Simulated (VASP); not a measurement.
Input of a VASP 6.6.1 run:

The input INCAR:

```
SYSTEM = C
ALGO     = Normal         ! electronic algorithm
EDIFF    = 1E-6           ! SCF threshold, eV
EDIFFG   = -0.01          ! ionic threshold
ENCUT    = 600            ! plane-wave cutoff, eV
GGA      = PE             ! functional
IBRION   = 2              ! ionic algorithm
ISIF     = 3              ! what is computed and relaxed
ISMEAR   = 0              ! smearing method
IVDW     = 13             ! dispersion correction
LASPH    = .True.         ! aspherical terms in the spheres
LCHARG   = .False.        ! write CHGCAR
LREAL    = .False.        ! projectors in reciprocal space
LWAVE    = .False.        ! write WAVECAR
NELM     = 100            ! most SCF steps
NSW      = 80             ! ionic steps
PREC     = Accurate       ! precision mode
SIGMA    = 0.01           ! smearing width, eV
```

KPOINTS

```
k-points
0
Gamma
  8 8 8
  0 0 0
```

The input POSCAR:

```
C
1.0
    0.0000000000      1.7833700000      1.7833700000
    1.7833700000      0.0000000000      1.7833700000
    1.7833700000      1.7833700000      0.0000000000
C
2
Direct
    0.0000000000      0.0000000000      0.0000000000
    0.2500000000      0.2500000000      0.2500000000
```

Potentials or basis: VASP PAW PBE potentials, release 64 (C).

Run with:

```sh
$ cat potpaw_PBE.64/C/POTCAR > POTCAR
$ mpirun -np 1 vasp_std > vasp.out
```

(1) Estimate the dispersion energy per atom.

(2) Estimate the relaxed cell.

(3) Estimate the band gap on the k mesh.

(4) Estimate the space group after relaxing (to 0.05 Å).

Results:

(1) -0.215 eV.

(2) a = 2.515 Å, b = 2.515 Å, c = 2.515 Å, α = 60.00°, β = 60.00°, γ = 60.00°.

(3) 4.15 eV, indirect (least direct gap 5.61 eV).

(4) Fd-3m (No. 227).
